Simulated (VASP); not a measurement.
# CsH: single point with r2SCAN

CsH:

```
CELL_PARAMETERS angstrom
0.00000 3.44304 3.18800
3.44304 0.00000 3.18800
3.44304 3.44304 0.00000
ATOMIC_POSITIONS crystal
Cs 0.00000 0.00000 0.00000
H 0.50000 0.50000 0.50000
```

This cell differs from its parent crystal: strain +0.080 along x and y, +0.000 along z.

```yaml
Program: VASP 6.6.1
Task: single point
Functional: r2SCAN
Potentials_or_basis: VASP PAW PBE potentials, release 64 (Cs_sv, H)
Cutoff: 520 eV
k_mesh: 6 × 6 × 6
Occupations: gaussian, width 0.05 eV
Spin: no spin polarisation
```

| Quantity | Value |
| --- | --- |
| Pressure | -1.0 GPa |
| Band gap on the k mesh | 2.78 eV, direct |

Stress tensor (GPa, compression positive):
```
-1.32  0.00  0.00
 0.00 -1.32  0.00
 0.00  0.00 -0.33
```

Levels at points of the mesh, in eV from the valence-band top:
```csv
k point,band 3,band 4,band 5,band 6,band 7,band 8
"(0.00, 0.00, 0.00)",-8.33,-8.25,-1.38,5.55,5.56,5.56
"(0.50, 0.00, 0.00)",-8.42,-8.32,0.00,2.78,5.02,5.53
"(0.50, 0.50, 0.00)",-8.54,-8.54,-0.79,3.58,5.91,7.88
"(0.50, 0.00, 0.50)",-8.45,-8.44,-0.81,3.82,5.26,7.64
```

Wall time 70 s on 1 thread of AMD EPYC 9R45 96-Core Processor (Zen 5) (shared host), peak memory 0.19 GiB.

Caveat: the cell differs from its parent crystal (strain +0.080 along x and y, +0.000 along z); the PAW data sets were made with another functional, which shifts forces and pressure a little; spin-orbit coupling is left out, which moves the levels of the heavy elements. A k mesh can miss the band edges.
